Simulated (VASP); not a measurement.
A run of VASP 6.6.1:

File INCAR:

```
PREC = Accurate ; ENCUT = 520
EDIFF = 1E-8 ; ISMEAR = 0
SIGMA = 0.01 ; LREAL = False
LASPH = True ; NELM = 100
ALGO = Normal ; ISIF = 2
LWAVE = False ; LCHARG = False
GGA = PE ; LEPSILON = True
```

File KPOINTS:

```
Automatic mesh
0
Gamma
  6 6 6
```

File POSCAR:

```
BaS
1.0
    0.0000000000      3.2117958671      3.2117958671
    3.2117958671      0.0000000000      3.2117958671
    3.2117958671      3.2117958671      0.0000000000
Ba S
1 1
Direct
    0.0000000000      0.0000000000      0.0000000000
    0.5000000000      0.5000000000      0.5000000000
```

Potentials or basis: VASP PAW PBE potentials, release 64 (Ba_sv, S).

Command:

```console
$ cat potpaw_PBE.64/Ba_sv/POTCAR potpaw_PBE.64/S/POTCAR > POTCAR
$ mpirun -np 1 vasp_std > vasp.out
```

Hardware: 1 thread of Intel Xeon 6975P-C, with other jobs on the host.

How long does it take, and how much memory?

Run time: 2.9 min on 1 thread of Intel Xeon 6975P-C, on a shared host, peak memory 0.26 GiB. Counts: scf iterations 146, k points 16.
